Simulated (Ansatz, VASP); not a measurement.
## Two plane-wave programs on Te6Mo3H

```
Te Mo H
1.0
     3.49594    0.00000    0.00000
    -1.74797    3.02757    0.00000
     0.00000    0.00000   21.31135
Te Mo H
6 3 1
Direct
  0.00000 0.00000 0.91473
  0.33333 0.66667 0.59342
  0.33333 0.66667 0.23597
  0.33333 0.66667 0.76403
  0.33333 0.66667 0.40658
  0.00000 0.00000 0.08527
  0.00000 0.00000 0.67869
  0.00000 0.00000 0.32131
  0.33333 0.66667 0.00000
  0.61560 0.39113 0.83567
```

Alike in both runs: task single point; functional PBE; dispersion D3(BJ); k mesh 9 × 9 × 1; occupations gaussian, width 0.05 eV; no spin polarisation.

|  | VASP | Ansatz |
| --- | --- | --- |
| version | VASP 6.6.1 | Ansatz 0.2.0 |
| potentials or method | VASP PAW PBE potentials, release 64 (Te, Mo_sv, H), cutoff 520 eV | scalar-relativistic, plane waves, PAW |
| valence electrons in the cell | 79 | 139 |

Ansatz gave:

| Quantity | Value |
| --- | --- |
| gap on the k mesh at the Fermi level (eV) | none |
| pressure (GPa) | -0.1 |
| traceless stress, the component that is largest in VASP (GPa) | 0.50 |
| rms of the force components (eV/Å) | 0.048 |

**Question.** Estimate VASP's values.

**Answer.** gap on the k mesh at the Fermi level (eV): none; pressure (GPa): -0.1; traceless stress, the component that is largest in VASP (GPa): 0.55; rms of the force components (eV/Å): 0.051.

Atom by atom the forces differ by 0.006 eV/Å (rms over components). A gap of «none» marks a metal or a gap that the smearing closes. VASP's potentials hold 79 valence electrons a cell and Ansatz's 139, so a difference there can come from the potentials and not from the codes.

Spin-orbit coupling is off throughout.
